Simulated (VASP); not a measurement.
# VMo2S6 (P-3m1) in VASP: a series of runs, part 2 of 2

VASP 6.6.1. The steps go on from the part before.

## 3. Single point, PBE, collinear spin, ferromagnetic start

This run uses another cell than the first one, of 21.28 Å³/atom.

File INCAR:

```
SYSTEM = VMo2S6
PREC     = Accurate       ! precision mode
ENCUT    = 520            ! plane-wave cutoff, eV
EDIFF    = 1E-6           ! SCF threshold, eV
ISMEAR   = 0              ! smearing method
SIGMA    = 0.1            ! smearing width, eV
LREAL    = .FALSE.        ! projectors in reciprocal space
LASPH    = .TRUE.         ! aspherical terms in the spheres
NELM     = 150            ! most SCF steps
ALGO     = Normal         ! electronic algorithm
ISIF     = 2              ! what is computed and relaxed
LWAVE    = .FALSE.        ! write WAVECAR
LCHARG   = .FALSE.        ! write CHGCAR
ISPIN    = 2              ! spin polarisation
MAGMOM   = 2 1 1 0 0 0 0 0 0 ! initial moments
LORBIT   = 11             ! projections on sites
LMAXMIX  = 4              ! l up to which the mixer works
GGA      = PE             ! functional
NBANDS   = 52             ! bands
```

File KPOINTS:

```
regular mesh
0
G
  6 6 1
  0 0 0
```

File POSCAR:

```
VMo2S6
1.0
    3.4375172200      0.0000000000      0.0000000000
   -1.7187586100      2.9769772400      0.0000000000
    0.0000000000      0.0000000000     18.7129579900
V Mo S
1 2 6
Direct
    0.0000000000      0.0000000000      0.0000000000
    0.0000000000      0.0000000000      0.6666666700
    0.0000000000      0.0000000000      0.3333333300
    0.6666666700      0.3333333300      0.9202077800
    0.6666666700      0.3333333300      0.2535411100
    0.6666666700      0.3333333300      0.5868744500
    0.3333333300      0.6666666700      0.7464588900
    0.3333333300      0.6666666700      0.0797922200
    0.3333333300      0.6666666700      0.4131255500
```

Potentials or basis: VASP PAW PBE potentials, release 64 (V_sv, Mo_sv, S).

Run with:

```console
$ cat potpaw_PBE.64/V_sv/POTCAR potpaw_PBE.64/Mo_sv/POTCAR potpaw_PBE.64/S/POTCAR > POTCAR
$ mpirun -np 1 vasp_std > vasp.out
```

OUTCAR:

```text
SYSTEM = VMo2S6
   PREC = Accurate
   ENCUT = 520
   EDIFF = 1E-6
   ISMEAR = 0
   LREAL = .FALSE.
   LASPH = .TRUE.
   NELM = 150
   ISIF = 2
   ISPIN = 2
   LORBIT = 11
   GGA = PE

 ion  position               nearest neighbor table
   1  0.000  0.000  0.000-   4 2.48   8 2.48   4 2.48   8 2.48   4 2.48   8 2.48
   2  0.000  0.000  0.667-   6 2.48   7 2.48   6 2.48   7 2.48   6 2.48   7 2.48
   3  0.000  0.000  0.333-   9 2.48   5 2.48   9 2.48   5 2.48   9 2.48   5 2.48
   4  0.667  0.333  0.920-   1 2.48   1 2.48   1 2.48
   5  0.667  0.333  0.254-   3 2.48   3 2.48   3 2.48
   6  0.667  0.333  0.587-   2 2.48   2 2.48   2 2.48
   7  0.333  0.667  0.746-   2 2.48   2 2.48   2 2.48
   8  0.333  0.667  0.080-   1 2.48   1 2.48   1 2.48
   9  0.333  0.667  0.413-   3 2.48   3 2.48   3 2.48

  LATTYP: Found a hexagonal cell.
 ALAT       =     3.4375172200
 C/A-ratio  =     5.4437423269

  Lattice vectors:

 A1 = (   3.4375172200,   0.0000000000,   0.0000000000)
 A2 = (  -1.7187586100,   2.9769772400,   0.0000000000)
 A3 = (   0.0000000000,   0.0000000000,  18.7129579900)

Analysis of symmetry for initial positions (statically):
=====================================================================
 Subroutine PRICEL returns:
 Original cell was already a primitive cell.

 Routine SETGRP: Setting up the symmetry group for a
 hexagonal supercell.

 Subroutine GETGRP returns: Found 12 space group operations
 (whereof 12 operations were pure point group operations)
 out of a pool of 24 trial point group operations.

The static configuration has the point symmetry D_3d.

Analysis of symmetry for dynamics (positions and initial velocities):
=====================================================================
 Subroutine PRICEL returns:
 Original cell was already a primitive cell.

 Routine SETGRP: Setting up the symmetry group for a
 hexagonal supercell.

 Subroutine GETGRP returns: Found 12 space group operations
 (whereof 12 operations were pure point group operations)
 out of a pool of 24 trial point group operations.

The dynamic configuration has the point symmetry D_3d.

Analysis of structural, dynamic, and magnetic symmetry:
=====================================================================
 Subroutine PRICEL returns:
 Original cell was already a primitive cell.

 Routine SETGRP: Setting up the symmetry group for a
 hexagonal supercell.

 Subroutine GETGRP returns: Found 12 space group operations
 (whereof 12 operations were pure point group operations)
 out of a pool of 24 trial point group operations.

The overall configuration has the point symmetry D_3d.

 Subroutine INISYM returns: Found 12 space group operations
 (whereof 12 operations are pure point group operations),
 and found     1 'primitive' translations

----------------------------------------------------------------------------------------

                                     Primitive cell

  volume of cell :     191.4974

  direct lattice vectors                    reciprocal lattice vectors
     3.437517220  0.000000000  0.000000000     0.290907634  0.167955600  0.000000000
    -1.718758610  2.976977240  0.000000000     0.000000000  0.335911201  0.000000000
[... 97 lines left out ...]
   EFERMI_NEDOS =   21; number of points for ismear=-14 and -15
   IALGO  =     38    algorithm
   IMIX   =      4    mixing-type and parameters
     AMIX     =   0.40;   BMIX     =  1.00
     AMIX_MAG =   1.60;   BMIX_MAG =  1.00
  volume/ion in A,a.u.               =      21.28       143.59
  Fermi-wavevector in a.u.,A,eV,Ry     =   1.208326  2.283405 19.865210  1.460052
  Thomas-Fermi vector in A             =   2.343937
   LORBIT       =     11    0 simple, 1 ext, 2 COOP (PROOUT), +10 PAW based schemes
   GGA     = PE    functional components
   LHFCALC =     F    Hartree Fock is set to
   AEXX    =    0.0000 exact exchange contribution
   IVDW    =     0    specifies the selected vdW correction
   LEPSILON=     F    determine dielectric tensor
   LRPA    =     F    only Hartree local field effects (RPA)
 spin polarized calculation
 Gauss-broadening in eV      SIGMA  =   0.10
  energy-cutoff  :      520.00
  volume of cell :      191.50
 maximum number of plane-waves:      5195
 NGX is ok and might be reduce to    28
   NGX = 13   NGY = 13   NGZ = 69

 number of electron      76.9999996 magnetization       1.0335751

 Free energy of the ion-electron system (eV)
  ---------------------------------------------------
  ext. energy  EPLUGINS =         0.00000000
  ---------------------------------------------------
  free energy    TOTEN  =       -60.96012206 eV

  energy without entropy =      -60.94991822  energy(sigma->0) =      -60.95502014

 E-fermi :   5.0557     XC(G=0):  -9.7610

 val. band max:        5.0520643507   @ k =   0.5000   0.0000   0.0000
 cond. band min:       5.1102175996   @ k =   0.0000   0.0000   0.0000
 fundamental gap:      0.0581532489
 Fermi energy:         5.0556552551

 spin component 1

 k-point     1 :       0.0000    0.0000    0.0000
  band No.  band energies     occupation
      1     -60.5037      1.00000
      2     -56.8412      1.00000
      3     -56.8412      1.00000
      4     -34.3028      1.00000
      5     -34.3028      1.00000
      6     -34.2451      1.00000
[... 360 lines left out ...]
     49       7.8646      0.00000
     50       8.1023      0.00000
 Fermi energy:         5.0556552551

 spin component 2

 k-point     1 :       0.0000    0.0000    0.0000
  band No.  band energies     occupation
      1     -59.2252      1.00000
      2     -56.8447      1.00000
      3     -56.8447      1.00000
      4     -33.0850      1.00000
      5     -33.0850      1.00000
      6     -32.8799      1.00000
[... 360 lines left out ...]
     49       7.9180      0.00000
     50       8.1054      0.00000
 [bands above 50 left out]

------------------------ aborting loop because EDIFF is reached ----------------------------------------

  FORCE on cell =-STRESS in cart. coord.  units (eV):
  Direction    XX          YY          ZZ          XY          YZ          ZX
  --------------------------------------------------------------------------------------
  -------------------------------------------------------------------------------------
  Total      -13.0732154    -13.0732154     -6.3407762      0.0000000      0.0000000     -0.0000000
  in kB     -109.3780456   -109.3780457    -53.0505840      0.0000000      0.0000000     -0.0000000
  external PRESSURE =     -90.6022251 kB  Pullay stress =       0.0000000 kB

 VOLUME and BASIS-vectors are now :
 -----------------------------------------------------------------------------
  energy-cutoff  :      520.00
  volume of cell :      191.50
      direct lattice vectors                 reciprocal lattice vectors
     3.437517220  0.000000000  0.000000000     0.290907634  0.167955600  0.000000000
    -1.718758610  2.976977240  0.000000000     0.000000000  0.335911201  0.000000000
     0.000000000  0.000000000 18.712957990     0.000000000  0.000000000  0.053438906

 POSITION                                       TOTAL-FORCE (eV/Angst)
 -----------------------------------------------------------------------------------
      0.00000      0.00000      0.00000         0.000000      0.000000      0.000000
      0.00000      0.00000     12.47531         0.000000     -0.000000      0.013351
      0.00000      0.00000      6.23765         0.000000      0.000000     -0.013351
      1.71876      0.99233     17.21981         0.000000      0.000000      1.354950
      1.71876      0.99233      4.74450        -0.000000      0.000000      0.415291
      1.71876      0.99233     10.98216         0.000000      0.000000      0.403960
     -0.00000      1.98465     13.96845         0.000000     -0.000000     -0.415291
     -0.00000      1.98465      1.49315        -0.000000     -0.000000     -1.354950
     -0.00000      1.98465      7.73080        -0.000000      0.000000     -0.403960
 -----------------------------------------------------------------------------------
    total drift:                               -0.000000     -0.000000      0.000000

  FREE ENERGIE OF THE ION-ELECTRON SYSTEM (eV)
  ---------------------------------------------------
  free  energy   TOTEN  =       -60.9601220611 eV

  energy  without entropy=      -60.9499182153  energy(sigma->0) =      -60.95502014

 total charge

# of ion       s       p       d       tot
------------------------------------------
    1        2.221   6.179   2.856  11.256
    2        2.274   6.172   3.728  12.174
    3        2.274   6.172   3.728  12.174
    4        1.361   2.295   0.000   3.656
    5        1.362   2.298   0.000   3.660
    6        1.361   2.303   0.000   3.663
    7        1.362   2.298   0.000   3.660
    8        1.361   2.295   0.000   3.656
    9        1.361   2.303   0.000   3.663
--------------------------------------------------
tot         14.938  32.314  10.312  57.563

 magnetization (x)

# of ion       s       p       d       tot
------------------------------------------
    1        0.018   0.008   1.222   1.249
    2       -0.000  -0.000  -0.005  -0.006
    3       -0.000  -0.000  -0.005  -0.006
    4       -0.003  -0.125   0.000  -0.128
    5       -0.000  -0.001   0.000  -0.001
    6        0.000   0.001   0.000   0.001
    7       -0.000  -0.001   0.000  -0.001
    8       -0.003  -0.125   0.000  -0.128
    9        0.000   0.001   0.000   0.001
--------------------------------------------------
tot          0.012  -0.242   1.212   0.982
```

It took 2.5 min on 1 thread of Intel Xeon 6975P-C (Granite Rapids), shared host; peak memory 0.46 GiB.

Results:

- Free energy: -60.9601 eV
- Pressure: -9.1 GPa
- Largest force: 1.355 eV/Å
- Band gap on the k mesh: zero (filled and empty bands overlap)
- Net moment: 1.03 μB per cell
- Site moments: V +1.25; Mo -0.01; S -0.13, -0.00, +0.00 (each value once) μB
- Valence electrons inside the program's atomic spheres: V 11.26; Mo 12.17; S 3.66

Forces in eV/Å, atoms in the order of the input:
```
V    0.000  0.000  0.000
Mo   0.000  0.000  0.013
Mo   0.000  0.000 -0.013
S    0.000  0.000  1.355
S    0.000  0.000  0.415
S    0.000  0.000  0.404
S    0.000  0.000 -0.415
S    0.000  0.000 -1.355
S    0.000  0.000 -0.404
```

Stress tensor (GPa, compression positive):
```
-10.94   0.00   0.00
  0.00 -10.94   0.00
  0.00   0.00  -5.31
```

Caveat: the stress differs along the axes, from -11 to -5 GPa; this functional lacks dispersion, which binds layers or chains, so the pressure and a relaxed spacing across them are unreliable; forces of over 1 eV/Å act on the atoms, so gaps and moduli don't describe the material at rest.

The gap in the log of VASP goes by the Fermi energy; the results here count the filled bands.